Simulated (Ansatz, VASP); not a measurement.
# One calculation of GaAsSe3, two programs

```
Ga As Se
1.0
     4.68016    0.00000    0.00000
     0.00000    4.68016    0.00000
     0.00000    0.00000    5.17035
Ga As Se
1 1 3
Cartesian
  2.3401 2.3401 3.0118
  0.0000 0.0000 0.6390
  0.0000 2.3401 2.5550
  2.3401 0.0000 2.5550
  2.3401 2.3401 5.1485
```

Change from the starting cell: species swapped into the TiPbO3 type (P4mm, No. 99).

Alike in both runs: task relaxation of cell and atoms; functional PBE; k mesh 3 × 3 × 3; occupations gaussian, width 0.15 eV; no spin polarisation.

|  | VASP | Ansatz |
| --- | --- | --- |
| version | VASP 6.6.1 | Ansatz 0.2.0 |
| potentials or method | VASP PAW PBE potentials, release 64 (Ga_d, As, Se), cutoff 500 eV | scalar-relativistic, plane waves, PAW |
| valence electrons in the cell | 36 | 76 |

|  | VASP | Ansatz | Ansatz less VASP |
| --- | --- | --- | --- |
| gap on the k mesh at the Fermi level, each at its own relaxed structure (eV) | none | none | - |
| relaxed volume (Å³/atom) | 26.53 | 26.45 | -0.078 |
| relaxed cell length with the largest relative difference (Å) | 5.846 | 5.831 | -0.0150 |

A gap of «none» marks a metal or a gap that the smearing closes. VASP's potentials hold 36 valence electrons a cell and Ansatz's 76, so a difference there can come from the potentials and not from the codes.

The k mesh is coarse, so the values compare programs but aren't converged. Noted on VASP's run: the volume moved by over 15 % at a fixed basis, so the end points are rough.
